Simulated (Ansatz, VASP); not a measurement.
## Two plane-wave programs on ScF

```
Sc F
1.0
     0.00000    2.55823    2.55823
     2.55823    0.00000    2.55823
     2.55823    2.55823    0.00000
Sc F
1 1
Cartesian
  0.0000 0.0000 0.0000
  3.8373 3.8373 3.8373
```

Change from the starting cell: species swapped into the ZnSe type (F-43m, No. 216).

Alike in both runs: functional PBE; k mesh 7 × 7 × 7; occupations gaussian, width 0.2 eV; no spin polarisation.

Ansatz relaxed the structure, and its values are those at the end. VASP's run is a single point on that final structure, the one shown.

|  | VASP | Ansatz |
| --- | --- | --- |
| version | VASP 6.6.1 | Ansatz 0.2.0 |
| potentials or method | VASP PAW PBE potentials, release 64 (Sc_sv, F), cutoff 600 eV | scalar-relativistic, plane waves, PAW |
| valence electrons in the cell | 18 | 18 |

Ansatz gave:

* gap on the k mesh at the Fermi level (eV): 0.30
* least direct gap on the mesh (eV): 0.51
* pressure (GPa): 0.4

Which values does VASP return?

gap on the k mesh at the Fermi level (eV): 0.30; least direct gap on the mesh (eV): 0.51; pressure (GPa): 0.6.
